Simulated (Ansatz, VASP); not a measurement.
## One calculation of CdSe, two programs

```
Cd Se
1.0
     0.00000    3.07027    3.07027
     3.07027    0.00000    3.07027
     3.07027    3.07027    0.00000
Cd Se
1 1
Direct
  0.00000 0.00000 0.00000
  0.25000 0.25000 0.25000
```

Change from the starting cell: shortest bond scaled by 1, PAW files.

Alike in both runs: task electric field gradients; functional PBEsol; k mesh 7 × 7 × 7; occupations fermi-dirac, width 0.03 eV; no spin polarisation.

|  | VASP | Ansatz |
| --- | --- | --- |
| version | VASP 6.6.1 | Ansatz 0.2.0 |
| potentials or method | VASP PAW PBE potentials, release 64 (Cd, Se) | PAW with Ansatz's default frozen-core files, scalar-relativistic |
| plane-wave cutoff (eV) | 520 | 420 |
| valence electrons in the cell | 18 | 36 |

```tsv
	VASP	Ansatz	Ansatz less VASP
pressure (GPa)	-1.1	-1.4	-0.30
```

VASP's potentials were made for PBE, not for PBEsol. The functional is the same, so the differences come from potentials, cutoffs and numerics. VASP's potentials hold 18 valence electrons a cell and Ansatz's 36, so a difference there can come from the potentials and not from the codes.
